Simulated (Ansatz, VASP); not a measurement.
One calculation of Ag, two programs

```
Ag
1.0
    -1.99106    1.63596    1.45997
     1.63596   -1.99106    1.45997
     3.78801    3.78801   -2.11034
Ag
2
Direct
  0.95846 0.04154 0.00000
  0.79154 0.20846 0.50000
```

Alike in both runs: task single point; functional RPBE; k mesh 15 × 15 × 7; occupations fermi-dirac, width 0.1 eV; no spin polarisation.

|  | VASP | Ansatz |
| --- | --- | --- |
| version | VASP 6.6.1 | Ansatz 0.2.0 |
| potentials or method | VASP PAW PBE potentials, release 64 (Ag), cutoff 520 eV | plane waves (420 eV) with PAW, scalar-relativistic |
| valence electrons in the cell | 22 | 38 |

```tsv
	VASP	Ansatz	Ansatz less VASP
pressure (GPa)	0.0	0.0	+0.05
traceless stress, the component that is largest in VASP (GPa)	0.09	0.09	-0.002
```

VASP's potentials were made for PBE, not for RPBE. The functional is the same, so the differences come from potentials, cutoffs and numerics. VASP's potentials hold 22 valence electrons a cell and Ansatz's 38, so a difference there can come from the potentials and not from the codes.
